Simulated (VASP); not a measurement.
Here is a VASP 6.6.1 calculation.

The input INCAR:

```
SYSTEM = Mg13O12
PREC = Accurate
ENCUT = 520
EDIFF = 1E-6
ISMEAR = -1
SIGMA = 0.05
LREAL = Auto
LASPH = .TRUE.
NELM = 100
ALGO = Normal
ISIF = 2
LWAVE = .FALSE.
LCHARG = .TRUE.
GGA = PE
LELF = .TRUE.
LVHAR = .TRUE.
NBANDS = 67
```

File KPOINTS:

```
Automatic mesh
0
G
  2 2 1
  0 0 0
```

Contents of POSCAR:

```
Mg13O12
1.0
    5.4461360000      0.0000000000      0.0000000000
    2.7230680000      4.7164920000      0.0000000000
    0.0000000000      0.0000000000     17.5584400000
Mg O
13 12
Direct
    0.0000000000      0.0000000000      0.0569526678
   -0.0000013665      0.4999902470      0.0569526678
    0.5000058757      0.0000000000      0.0569526678
    0.5000045093      0.4999902470      0.0569526678
    0.6716259518      0.6886474100      0.2013162901
    0.6561253554      0.1461043504      0.1981668075
    0.1644663822      0.6401579818      0.1914065259
    0.1399603746      0.1713349668      0.1978535679
    0.3169893828      0.3540979185      0.3500880488
    0.3477394083      0.8257832304      0.3388512875
    0.8194757456      0.3056932992      0.3449509182
    0.8162539535      0.8249775469      0.3606015113
    0.4790733621      0.5217649049      0.4788181638
    0.3333340262      0.8333312131      0.1202669485
    0.3333353927      0.3333409661      0.1202669485
    0.8333399019      0.8333312131      0.1202669485
    0.8333229067      0.3333409661      0.1202669485
    0.0180223778      0.4646037776      0.2684691806
    0.9640140329     -0.0141206643      0.2615836031
    0.5062684554      0.4795301254      0.2692608227
    0.4869534143     -0.0148415390      0.2615779078
    0.6333823706      0.1784801077      0.4212276261
    0.6518921108      0.6600668463      0.4120867230
    0.1741743964      0.1486274121      0.4137269598
    0.1585155447      0.6885626012      0.4167169749
```

Potentials or basis: VASP PAW PBE potentials, release 64 (Mg, O).

The run is started by

```console
$ cat potpaw_PBE.64/Mg/POTCAR potpaw_PBE.64/O/POTCAR > POTCAR
$ mpirun -np 1 vasp_std > vasp.out
```

Task: Predict the largest force.

Result: 4.117 eV/Å.

Task: Estimate the band gap on the k mesh.

Result: Zero (band 49 reaches 0.68 eV, above the bottom of band 50 at 0.40 eV).

Forces in eV/Å, atoms in the order of the input:
```
Mg   0.073  0.087 -1.667
Mg  -0.223 -0.109 -1.943
Mg  -0.165 -0.045 -1.740
Mg   0.233  0.025 -1.531
Mg  -1.686 -3.739 -0.353
Mg   0.405  2.195  0.280
Mg   1.579  1.295  2.802
Mg  -0.149 -1.744  0.599
Mg  -0.991 -0.783 -0.805
Mg  -1.727  0.538 -0.133
Mg   1.539  0.109  0.072
Mg   1.463  0.868 -0.678
Mg   0.232 -0.113 -0.377
O   -0.102 -0.117  1.163
O   -0.247 -0.605  0.827
O   -0.233 -0.248  0.920
O   -0.249  0.257  1.076
O   -0.677  1.916  0.112
O    2.230 -1.141  1.171
O   -0.415  0.937 -0.872
O   -0.143  1.686  1.740
O    0.447 -0.398 -0.397
O   -0.365 -1.156  0.488
O   -0.492  0.301 -0.259
O   -0.338 -0.015 -0.494
```

Caveat: the k points lie up to 0.67 Å⁻¹ apart.
